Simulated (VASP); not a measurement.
Sr: single point with PBEsol

Sr:

```
Sr
1.0
    -2.46208    2.46208    2.46208
     2.46208   -2.46208    2.46208
     2.46208    2.46208   -2.46208
Sr
1
Direct
  0.00000 0.00000 0.00000
```

This cell differs from its parent crystal: Ca replaced by Sr, lengths x 1.065, strained.

* Program: VASP 6.6.1
* Task: single point
* Functional: PBEsol
* Potentials or basis: VASP PAW PBE potentials, release 64 (Sr_sv)
* Cutoff: 520 eV
* k mesh: 6 × 6 × 6
* Occupations: gaussian, width 0.1 eV
* Spin: no spin polarisation
* Dipole correction: no
* Further INCAR settings: ALGO = Normal; EDIFF = 1e-07; NBANDS = 11

```yaml
Pressure: -1.5 GPa
Band_gap_on_the_k_mesh: zero (band 5 reaches 1.42 eV, above the bottom of band 6 at 1.20 eV)
```

Levels at points of the mesh, in eV from the Fermi level:
```tsv
k point	band 3	band 4	band 5	band 6	band 7	band 8
(0.00, 0.00, 0.00)	-18.66	-18.66	-3.57	2.22	2.22	2.22
(0.50, 0.00, 0.00)	-18.71	-18.66	-1.01	0.09	1.16	3.24
(0.50, 0.50, 0.50)	-18.77	-18.77	-0.07	-0.07	3.25	3.25
```

Wall time 5.7 s on 1 thread of AMD EPYC 9R14 (Zen 4), with other jobs on the host, peak memory 0.14 GiB.

Caveat: the cell differs from its parent crystal (Ca replaced by Sr, lengths x 1.065, strained); the PAW data sets were made with another functional, which shifts forces and pressure a little.
